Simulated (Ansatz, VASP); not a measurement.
# ZnO: VASP beside Ansatz

INCAR

```
PREC = Accurate
ENCUT = 600
EDIFF = 1E-6
ISMEAR = 0
SIGMA = 0.02
LREAL = False
LASPH = True
NELM = 120
ALGO = Normal
ISIF = 2
LWAVE = False
LCHARG = False
GGA = PE
NBANDS = 26
GGA_COMPAT = False
```

File KPOINTS:

```
regular mesh
0
Gamma
  9 9 4
```

The input POSCAR:

```
ZnO
1.0
    3.4239574804      0.0000000000      0.0000000000
   -1.7119787401      2.9652341594      0.0000000000
    0.0000000000      0.0000000000      6.9975299232
Zn O
2 2
Direct
    0.0000000000      0.0000000000      0.7500000000
    0.0000000000      0.0000000000      0.2500000000
    0.3333333300      0.6666666700      0.2500000000
    0.6666666700      0.3333333300      0.7500000000
```

Input for Ansatz:

```yaml
crystal:
  lattice:
    - [3.4239574804, 0.0, 0.0]
    - [-1.7119787401, 2.9652341594, 0.0]
    - [0.0, 0.0, 6.9975299232]
  atoms:
    - { symbol: Zn, position: [0.0, 0.0, 0.75] }
    - { symbol: Zn, position: [0.0, 0.0, 0.25] }
    - { symbol: O, position: [0.33333333, 0.66666667, 0.25] }
    - { symbol: O, position: [0.66666667, 0.33333333, 0.75] }
basis:
  ecutwfc: 420
kpoints:
  mp_grid: { grid: [9, 9, 4] }
hamiltonian:
  xc: pbe
scf:
  occupations: { method: gaussian, width: 0.02 }
output:
  forces: true
  stress: true
  eigenvalues: true
```

Alike in both runs: task single point; functional PBE; k mesh 9 × 9 × 4; occupations gaussian, width 0.02 eV; no spin polarisation.

|  | VASP | Ansatz |
| --- | --- | --- |
| version | VASP 6.6.1 | Ansatz 0.2.0 |
| potentials or method | VASP PAW PBE potentials, release 64 (Zn, O), cutoff 600 eV | scalar-relativistic, plane waves, PAW |
| valence electrons in the cell | 36 | 36 |

VASP gave:

| Property | Result |
| --- | --- |
| gap on the k mesh at the Fermi level (eV) | 0.70 |
| least direct gap on the mesh (eV) | 0.70 |
| pressure (GPa) | -8.9 |
| traceless stress, the component that is largest in VASP (GPa) | 8.93 |

Task: Which values does Ansatz return?

Result: gap on the k mesh at the Fermi level (eV): 0.70; least direct gap on the mesh (eV): 0.70; pressure (GPa): -9.3; traceless stress, the component that is largest in VASP (GPa): 9.50.
